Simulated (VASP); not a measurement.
# As in VASP: settings compared, part 3 of 3

VASP 6.6.1.

**5. Relaxation of cell and atoms, LDA**

This run uses another cell than the first one.

Input file INCAR:

```
PREC = Accurate ; ENCUT = 500
EDIFF = 1E-7 ; ISMEAR = -1
SIGMA = 0.02 ; LREAL = F
LASPH = T ; NELM = 120
ALGO = Normal ; ISIF = 3
LWAVE = F ; LCHARG = F
LDIPOL = T ; IDIPOL = 3
DIPOL = 0.5 0.5 0.347 ; GGA = CA
IBRION = 2 ; NSW = 80
EDIFFG = -0.005 ; GGA_COMPAT = F
NELMIN = 4 ; NELMDL = -8
LATTICE_CONSTRAINTS = .TRUE. .TRUE. .FALSE.
```

Input file KPOINTS:

```
regular mesh
0
Gamma
  12 12 1
```

Input file POSCAR:

```
As
1.0
    3.6043654847      0.0000000000      0.0000000000
   -1.8021827423      3.1214720742      0.0000000000
    0.0000000000      0.0000000000     26.4156438000
As
2
Direct
    0.3333333333      0.6666666667      0.3202006446
    0.6666666667      0.3333333333      0.3728667680
```

Potentials or basis: VASP PAW LDA potentials, release 64 (As).

Started as:

```console
$ cat potpaw_LDA.64/As/POTCAR > POTCAR
$ mpirun -np 1 vasp_std > vasp.out
```

Run time: 2.4 min. Hardware: 1 thread of AMD EPYC 9R45 (Zen 5), shared host; peak memory 0.29 GiB.

Results (log left out):

- Free energy: -10.4615 eV
- Relaxed cell: a = 3.517 Å, b = 3.517 Å, c = 26.416 Å, α = 90.00°, β = 90.00°, γ = 120.00°
- Space group after relaxing (to 0.1 Å): P-3m1 (No. 164)
- Energy gained by relaxing: 15.6 meV/atom
- Ionic steps: 5
- Band gap on the k mesh: 1.40 eV (least direct gap 2.09 eV)

The path:
```csv
step,energy change (eV),largest force (eV/Å),pressure (GPa),volume (Å³)
1,0.0000,0.3312,-0.53,297.20
2,-0.0199,0.5256,0.35,279.68
3,-0.0286,0.2046,0.01,285.68
4,-0.0311,0.0292,0.00,283.42
5,-0.0311,0.0000,0.00,283.04
```

Final structure:
```cif
data_structure
_symmetry_space_group_name_H-M 'P 1'
_symmetry_Int_Tables_number 1
_cell_length_a 3.5175
_cell_length_b 3.5175
_cell_length_c 26.4156
_cell_angle_alpha 90.000
_cell_angle_beta 90.000
_cell_angle_gamma 120.000
_cell_volume 283.04
loop_
_atom_site_label
_atom_site_type_symbol
_atom_site_fract_x
_atom_site_fract_y
_atom_site_fract_z
_atom_site_occupancy
As1 As 0.33333 0.66667 0.32023 1
As2 As 0.66667 0.33333 0.37284 1
```

Levels at points of the mesh, in eV from the valence-band top:
```csv
k point,band 2,band 3,band 4,band 5,band 6,band 7,band 8,band 9
"(0.00, 0.00, 0.00)",-7.44,-0.87,0.00,0.00,2.09,3.56,3.56,4.84
"(0.50, 0.00, 0.00)",-9.40,-3.70,-2.04,-1.83,1.83,2.92,4.55,6.04
```

Caveat: the relaxation moved the vacuum too, so the length across it says nothing of the material.

**6. Relaxation of cell and atoms, HSE06**

This run uses another cell than the first one.

Input file POSCAR:

```
As
1.0
    3.5749013640      0.0000000000      0.0000000000
   -1.7874506820      3.0959553972      0.0000000000
    0.0000000000      0.0000000000     26.4156438000
As
2
Direct
    0.3333333333      0.6666666667      0.3206195636
    0.6666666667      0.3333333333      0.3724478490
```

Input file INCAR.step1:

```
  PREC = Accurate
  ENCUT = 500
  EDIFF = 1E-5
  ISMEAR = -1
  SIGMA = 0.02
  LREAL = F
  LASPH = T
  NELM = 120
  ALGO = Normal
  LWAVE = T
  LCHARG = F
  LDIPOL = T
  IDIPOL = 3
  DIPOL = 0.5 0.5 0.347
  GGA = PE
  NBANDS = 12
  GGA_COMPAT = F
  IBRION = 2
  ISIF = 3
  EDIFFG = -0.005
  NELMIN = 4
  NSW = 100
  NELMDL = -8
  LATTICE_CONSTRAINTS = .TRUE. .TRUE. .FALSE.
```

Input file INCAR.step2:

```
  PREC = Accurate
  ENCUT = 500
  EDIFF = 1E-7
  ISMEAR = -1
  SIGMA = 0.02
  LREAL = F
  LASPH = T
  NELM = 120
  ALGO = Normal
  ISIF = 3
  LWAVE = F
  LCHARG = F
  LDIPOL = T
  IDIPOL = 3
  DIPOL = 0.5 0.5 0.347
  GGA = PE
  LHFCALC = T
  HFSCREEN = 0.2079
  PRECFOCK = Normal
  IBRION = 2
  NSW = 80
  EDIFFG = -0.005
  ISTART = 1
  GGA_COMPAT = F
  NELMIN = 4
  LATTICE_CONSTRAINTS = .TRUE. .TRUE. .FALSE.
```

Input file KPOINTS:

```
regular mesh
0
Gamma
  6 6 1
```

Potentials or basis: VASP PAW PBE potentials, release 64 (As).

Started as:

```console
$ cat potpaw_PBE.64/As/POTCAR > POTCAR
$ cp INCAR.step1 INCAR
$ mpirun -np 1 vasp_std > vasp.out
$ cp INCAR.step2 INCAR
$ mpirun -np 1 vasp_std > vasp.out
```

OUTCAR:

```text
PREC = Accurate
   ENCUT = 500
   EDIFF = 1E-7
   ISMEAR = -1
   LREAL = F
   LASPH = T
   NELM = 120
   ISIF = 3
   GGA = PE
   LHFCALC = T
   HFSCREEN = 0.2079
   PRECFOCK = Normal
   IBRION = 2
   NSW = 80
   EDIFFG = -0.005
   ISTART = 1
   NELMIN = 4

 ion  position               nearest neighbor table
   1  0.333  0.667  0.321-   2 2.48   2 2.48   2 2.48
   2  0.667  0.333  0.372-   1 2.48   1 2.48   1 2.48

  LATTYP: Found a hexagonal cell.
 ALAT       =     3.5749013640
 C/A-ratio  =     7.3891951442

  Lattice vectors:

 A1 = (   3.5749013640,   0.0000000000,   0.0000000000)
 A2 = (  -1.7874506820,   3.0959553972,   0.0000000000)
 A3 = (   0.0000000000,   0.0000000000,  26.4156438000)

Analysis of symmetry for initial positions (statically):
=====================================================================
 Subroutine PRICEL returns:
 Original cell was already a primitive cell.

 Routine SETGRP: Setting up the symmetry group for a
 hexagonal supercell.

 Subroutine GETGRP returns: Found 12 space group operations
 (whereof  6 operations were pure point group operations)
 out of a pool of 24 trial point group operations.

[... 300 lines left out ...]

 number of electron      10.0000001 magnetization

 dipolmoment           0.000000      0.000000      0.000001 electrons x Angstroem

 Free energy of the ion-electron system (eV)
  ---------------------------------------------------
  ext. energy  EPLUGINS =         0.00000000
  ---------------------------------------------------
  free energy    TOTEN  =       -11.21997308 eV

  energy without entropy =      -11.21997308  energy(sigma->0) =      -11.21997308

 E-fermi :  -3.9999     XC(G=0):  -1.7620

 val. band max:       -4.4529774196   @ k =   0.0000   0.0000   0.0000
 cond. band min:      -2.1378707725   @ k =   0.3333  -0.0000   0.0000
 fundamental gap:      2.3151066471
 Fermi energy:        -3.9998966877

 k-point     1 :       0.0000    0.0000    0.0000
  band No.  band energies     occupation
      1     -19.5486      2.00000
      2     -12.2160      2.00000
      3      -4.9771      2.00000
      4      -4.4530      2.00000
      5      -4.4530      2.00000
      6      -1.5600      0.00000
      7      -0.0229      0.00000
      8      -0.0229      0.00000
      9       1.0156      0.00000
[... 61 lines left out ...]
 k-point     7 :       0.3333    0.3333    0.0000
  band No.  band energies     occupation
      1     -15.4340      2.00000
      2     -15.4340      2.00000
      3      -9.3945      2.00000
      4      -6.5997      2.00000
      5      -6.5997      2.00000
      6      -1.7013      0.00000
      7       1.2200      0.00000
      8       1.2200      0.00000
      9       4.4936      0.00000

------------------------ aborting loop because EDIFF is reached ----------------------------------------

 vacuum level on the upper side and lower side of the slab       (xc-potential included)        -0.170        -0.170

  FORCE on cell =-STRESS in cart. coord.  units (eV):
  Direction    XX          YY          ZZ          XY          YZ          ZX
  --------------------------------------------------------------------------------------
  -------------------------------------------------------------------------------------
  Total       -0.0039475     -0.0039475      0.0015512      0.0000000      0.0000000      0.0000000
  in kB       -0.0217387     -0.0217387      0.0085422      0.0000000      0.0000000      0.0000000
  external PRESSURE =      -0.0116451 kB  Pullay stress =       0.0000000 kB
[... 17 lines left out ...]
  FREE ENERGIE OF THE ION-ELECTRON SYSTEM (eV)
  ---------------------------------------------------
  free  energy   TOTEN  =       -11.2199730777 eV

  energy  without entropy=      -11.2199730777  energy(sigma->0) =      -11.21997308

 reached required accuracy - stopping structural energy minimisation

 vacuum level on the upper side and lower side of the slab         1.296         1.296
```

Wall time 51 min (1 thread of AMD EPYC 9R45 (Zen 5), shared host); peak memory 0.5 GiB.

Results:

```yaml
Free_energy: -11.2200 eV
Relaxed_cell: a = 3.566 Å, b = 3.566 Å, c = 26.416 Å, α = 90.00°, β = 90.00°, γ = 120.00°
Space_group_after_relaxing_to_0.1_Å: P-3m1 (No. 164)
Energy_gained_by_relaxing: 0.3 meV/atom
Ionic_steps: 5
Band_gap_on_the_k_mesh: 2.32 eV (least direct gap 2.89 eV)
```

Step by step:
```
step  energy change (eV)  largest force (eV/Å)  pressure (GPa)  volume (Å³)
   1              0.0000                0.0849           -0.08       292.36
   2             -0.0002                0.0848            0.06       290.06
   3             -0.0006                0.0114            0.00       291.05
   4             -0.0006                0.0092            0.00       291.08
   5             -0.0006                0.0017            0.00       290.94
```

Final structure:
```yaml
crystal:
  lattice:
    - [3.56620, 0.00000, 0.00000]
    - [-1.78310, 3.08842, 0.00000]
    - [0.00000, 0.00000, 26.41564]
  atoms:
    - { symbol: As, position: [0.33333, 0.66667, 0.32069] }
    - { symbol: As, position: [0.66667, 0.33333, 0.37238] }
```

Levels at points of the mesh, in eV from the valence-band top:
| k point | band 1 | band 2 | band 3 | band 4 | band 5 | band 6 | band 7 | band 8 | band 9 |
| --- | --- | --- | --- | --- | --- | --- | --- | --- | --- |
| (0.00, 0.00, 0.00) | -15.10 | -7.76 | -0.52 | 0.00 | 0.00 | 2.89 | 4.43 | 4.43 | 5.47 |
| (0.50, 0.00, 0.00) | -12.27 | -10.05 | -3.72 | -2.14 | -1.65 | 2.66 | 4.00 | 5.65 | 7.11 |

Caveat: the relaxation moved the vacuum too, so the length across it says nothing of the material; the PAW data sets were made with another functional, which shifts forces and pressure a little.

**7. Overview**

```csv
task,level,potentials or basis,cell,k mesh,cutoff (eV),grid for exact exchange (PRECFOCK),share of exact exchange,screening parameter,gap on the mesh (eV),relaxed volume (Å³/atom)
single point,PBEsol,"VASP PAW PBE potentials, release 64 (As_d)","a = 3.544, b = 3.544, c = 26.416 Å, angles 90.0, 90.0, 120.0°, 2 atoms, atomic positions A",12 × 12 × 1,400,-,-,-,1.49,-
relaxation of cell and atoms,PBE,"VASP PAW PBE potentials, release 64 (As)","relaxed from a = 3.448, b = 3.448, c = 17.000 Å, angles 90.0, 90.0, 120.0°, 2 atoms, atomic positions B",12 × 12 × 1,500,-,-,-,1.62,95.81
relaxation of cell and atoms,PBEsol,"VASP PAW PBE potentials, release 64 (As)","relaxed from a = 3.604, b = 3.604, c = 26.416 Å, angles 90.0, 90.0, 120.0°, 2 atoms, atomic positions C",12 × 12 × 1,500,-,-,-,1.46,144.02
relaxation of cell and atoms,LDA,"VASP PAW LDA potentials, release 64 (As)","relaxed from a = 3.604, b = 3.604, c = 26.416 Å, angles 90.0, 90.0, 120.0°, 2 atoms, atomic positions C",12 × 12 × 1,500,-,-,-,1.40,141.52
relaxation of cell and atoms,HSE06,"VASP PAW PBE potentials, release 64 (As)","relaxed from a = 3.575, b = 3.575, c = 26.416 Å, angles 90.0, 90.0, 120.0°, 2 atoms, atomic positions D",6 × 6 × 1,500,Normal,0.25,0.2079 1/Å,2.32,145.47
```

Alike in all rows: no spin polarisation; smearing fermi-dirac 0.02 eV.

Caveats: the relaxation moved the vacuum too, so the length across it says nothing of the material (at least some runs); the PAW data sets were made with another functional, which shifts forces and pressure a little (at least some runs).

Absolute energies hang on the potentials; compare differences alone.
